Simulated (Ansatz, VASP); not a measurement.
Rh: VASP beside Ansatz

POSCAR

```
Rh
1.0
    0.0000000000      1.8540112500      1.9966275000
    1.8540112500      0.0000000000      1.9966275000
    1.8540112500      1.8540112500      0.0000000000
Rh
1
Direct
    0.0000000000      0.0000000000      0.0000000000
```

The input INCAR.step1:

```
PREC     = Accurate       # precision mode
ENCUT    = 520            # plane-wave cutoff, eV
ISMEAR   = 0              # smearing method
SIGMA    = 0.15           # smearing width, eV
LREAL    = F              # projectors in reciprocal space
LASPH    = T              # aspherical terms in the spheres
NELM     = 100            # most SCF steps
NBANDS   = 14             # bands
GGA      = PE             # functional
ALGO     = Normal         # electronic algorithm
EDIFF    = 1E-4           # SCF threshold, eV
LWAVE    = T              # write WAVECAR
LCHARG   = F              # write CHGCAR
```

File INCAR.step2:

```
PREC     = Accurate       # precision mode
ENCUT    = 520            # plane-wave cutoff, eV
EDIFF    = 1E-6           # SCF threshold, eV
ISMEAR   = 0              # smearing method
SIGMA    = 0.15           # smearing width, eV
LREAL    = F              # projectors in reciprocal space
LASPH    = T              # aspherical terms in the spheres
NELM     = 100            # most SCF steps
ALGO     = Normal         # electronic algorithm
ISIF     = 2              # what is computed and relaxed
LWAVE    = F              # write WAVECAR
LCHARG   = F              # write CHGCAR
METAGGA  = R2SCAN         # meta-GGA
LMIXTAU  = T            
NBANDS   = 14             # bands
ISTART   = 1
```

The input KPOINTS:

```
regular mesh
0
Gamma
  22 22 22
```

Input for Ansatz:

```yaml
crystal:
  lattice:
    - [0.0, 1.85401125, 1.9966275]
    - [1.85401125, 0.0, 1.9966275]
    - [1.85401125, 1.85401125, 0.0]
  atoms:
    - { symbol: Rh, position: [0.0, 0.0, 0.0] }
basis:
  ecutwfc: 500
kpoints:
  mp_grid: { grid: [22, 22, 22] }
hamiltonian:
  xc: r2scan
scf:
  occupations: { method: gaussian, width: 0.15 }
output:
  forces: true
  stress: true
  eigenvalues: true
```

Change from the starting cell: strain -0.025 along x and y, +0.050 along z, atoms carried along.

Alike in both runs: task single point; functional r2SCAN; k mesh 22 × 22 × 22; occupations gaussian, width 0.15 eV; no spin polarisation.

|  | VASP | Ansatz |
| --- | --- | --- |
| version | VASP 6.6.1 | Ansatz 0.2.0 |
| potentials or method | VASP PAW PBE potentials, release 64 (Rh_pv), cutoff 520 eV | scalar-relativistic, plane waves, PAW |
| valence electrons in the cell | 15 | 17 |

Ansatz gave:

```
gap on the k mesh at the Fermi level (eV)                     : none
pressure (GPa)                                                : 0.8
traceless stress, the component that is largest in VASP (GPa) : -12.64
```

Task: Which values does VASP return?

Result: gap on the k mesh at the Fermi level (eV): none; pressure (GPa): 2.0; traceless stress, the component that is largest in VASP (GPa): -12.72.

VASP's potentials were made for PBE, not for r2SCAN. A gap of «none» marks a metal or a gap that the smearing closes. With one functional, cell and mesh, what is left measures potentials, basis and numerics. VASP's potentials hold 15 valence electrons a cell and Ansatz's 17, so a difference there can come from the potentials and not from the codes.
